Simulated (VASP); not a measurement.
Set up this calculation in VASP 6.6.1, as the native input.

* Task: single point
* Functional: PBEsol
* Potentials or basis: VASP PAW PBE potentials, release 64 (Al, Cu)
* Cutoff: 520 eV
* k mesh: 20 × 20 × 20
* Occupations: gaussian, width 0.15 eV
* Spin: no spin polarisation
* Dipole correction: no
* Further INCAR settings: ALGO = Fast; EDIFF = 1e-06; NBANDS = 14

The structure of AlCu lies in POSCAR:

```
AlCu
1.0
    2.9560037103      0.0554250696      0.0000000000
    0.0554250696      2.9560037103      0.0000000000
    0.0000000000      0.0000000000      2.9560037103
Al Cu
1 1
Direct
    0.0000000000      0.0000000000      0.0000000000
    0.5000000000      0.5000000000      0.5000000000
```

This cell differs from its parent crystal: strain +0.0375 x Voigt [0, 0, 0, 0, 0, 1].

These files were run (other wordings do the same):

INCAR

```
ALGO = Fast
EDIFF = 1E-6
ENCUT = 520
GGA = PS
ISIF = 2
ISMEAR = 0
LASPH = True
LCHARG = False
LREAL = False
LWAVE = False
NBANDS = 14
NELM = 100
PREC = Accurate
SIGMA = 0.15
```

KPOINTS

```
k-points
0
Gamma
  20 20 20
```

Potentials or basis: VASP PAW PBE potentials, release 64 (Al, Cu).

Command:

```sh
$ cat potpaw_PBE.64/Al/POTCAR potpaw_PBE.64/Cu/POTCAR > POTCAR
$ mpirun -np 1 vasp_std > vasp.out
```

It gave:

```json
{"Pressure": "0.1 GPa", "Band gap on the k mesh": "zero (band 7 reaches 13.30 eV, above the bottom of band 8 at 8.55 eV)"}
```

Caveat: the cell differs from its parent crystal (strain +0.0375 x Voigt [0, 0, 0, 0, 0, 1]); the PAW data sets were made with another functional, which shifts forces and pressure a little.

Run time: 2.2 min on 1 thread of Intel(R) Xeon(R) 6975P-C (Granite Rapids), on a shared host, peak memory 0.53 GiB.
